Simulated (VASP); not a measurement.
## K: single point with PBEsol

The system is K.

```
K
1.0
     4.59203    0.00000    0.00000
    -2.29601    3.97681    0.00000
     0.00000    0.00000   14.99756
K
4
Direct
  0.00000 0.00000 0.00000
  0.00000 0.00000 0.50000
  0.33333 0.66667 0.25000
  0.66667 0.33333 0.75000
```

This cell differs from its parent crystal: volume scaled by 0.96.

```
Program             : VASP 6.6.1
Task                : single point
Functional          : PBEsol
Potentials or basis : VASP PAW PBE potentials, release 64 (K_sv)
Cutoff              : 520 eV
k mesh              : 9 × 9 × 3
Occupations         : fermi-dirac, width 0.1 eV
Spin                : no spin polarisation
```

The pressure is 0.2 GPa and the band gap on the k mesh is zero (band 18 reaches 0.86 eV, above the bottom of band 19 at -1.52 eV).

Levels at points of the mesh, in eV from the Fermi level:
```tsv
k point	band 14	band 15	band 16	band 17	band 18	band 19	band 20	band 21	band 22	band 23
(0.00, 0.00, 0.00)	-15.46	-15.46	-15.46	-2.27	-1.52	-1.52	0.31	0.57	2.78	2.79
```

It took 80 s on 1 thread of Intel(R) Xeon(R) 6975P-C (Granite Rapids), with other jobs on the host, peak memory 0.42 GiB.

Caveat: the PAW data sets were made with another functional, which shifts forces and pressure a little.
